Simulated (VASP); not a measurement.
Pt: single point with PBEsol

Crystal: Pt.

```xyz
1
Lattice="0.0000 1.9590 1.9590 1.9590 0.0000 1.9590 1.9590 1.9590 0.0000" Properties=species:S:1:pos:R:3 pbc="T T T"
Pt    0.0000    0.0000    0.0000
```

```yaml
Program: VASP 6.6.1
Task: single point
Functional: PBEsol
Potentials_or_basis: VASP PAW PBE potentials, release 64 (Pt)
Cutoff: 520 eV
k_mesh: 18 × 18 × 18
Occupations: gaussian, width 0.1 eV
Spin: no spin polarisation
Dipole_correction: no
Further_INCAR_settings: ALGO = Fast; EDIFF = 1e-07; NBANDS = 11
```

```
Pressure               : -0.4 GPa
Band gap on the k mesh : zero (band 5 reaches 11.65 eV, above the bottom of band 6 at 9.41 eV)
```

Levels at points of the mesh, in eV from the Fermi level:
```tsv
k point	band 3	band 4	band 5	band 6	band 7	band 8
(0.00, 0.00, 0.00)	-3.83	-3.83	-1.64	-1.64	14.61	19.59
(0.50, 0.00, 0.00)	-3.89	-0.56	0.04	0.04	5.82	14.17
(0.50, 0.50, 0.00)	0.02	0.49	0.49	1.70	8.86	11.34
```

Run time: 25 s on 1 thread of Intel(R) Xeon(R) Platinum 8259CL CPU @ 2.50GHz (Skylake/Cascade Lake), on a shared host, peak memory 0.16 GiB.

Caveat: the PAW data sets were made with another functional, which shifts forces and pressure a little; spin-orbit coupling is left out, which moves the levels of the heavy elements.
